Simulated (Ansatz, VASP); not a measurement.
# Two plane-wave programs on GeW

```
Ge W
1.0
     0.00000    2.57602    2.57602
     2.57602    0.00000    2.57602
     2.57602    2.57602    0.00000
Ge W
1 1
Direct
  0.50000 0.50000 0.50000
  0.00000 0.00000 0.00000
```

Change from the starting cell: species swapped into the AgI type (Fm-3m, No. 225).

Alike in both runs: functional PBE; k mesh 7 × 7 × 7; occupations gaussian, width 0.2 eV; no spin polarisation.

Ansatz relaxed the structure, and its values are those at the end. VASP's run is a single point on that final structure, the one shown.

|  | VASP | Ansatz |
| --- | --- | --- |
| version | VASP 6.6.1 | Ansatz 0.2.0 |
| potentials or method | VASP PAW PBE potentials, release 64 (Ge_d, W_sv), cutoff 500 eV | scalar-relativistic, plane waves, PAW |
| valence electrons in the cell | 28 | 28 |

Ansatz gave:

```
gap on the k mesh at the Fermi level (eV) : none
pressure (GPa)                            : 0.4
```

Problem. Which values does VASP return?

Solution. gap on the k mesh at the Fermi level (eV): none; pressure (GPa): 0.6.

A gap of «none» marks a metal or a gap that the smearing closes. The functional is the same, so the differences come from potentials, cutoffs and numerics.

Neither program's run includes spin-orbit coupling.
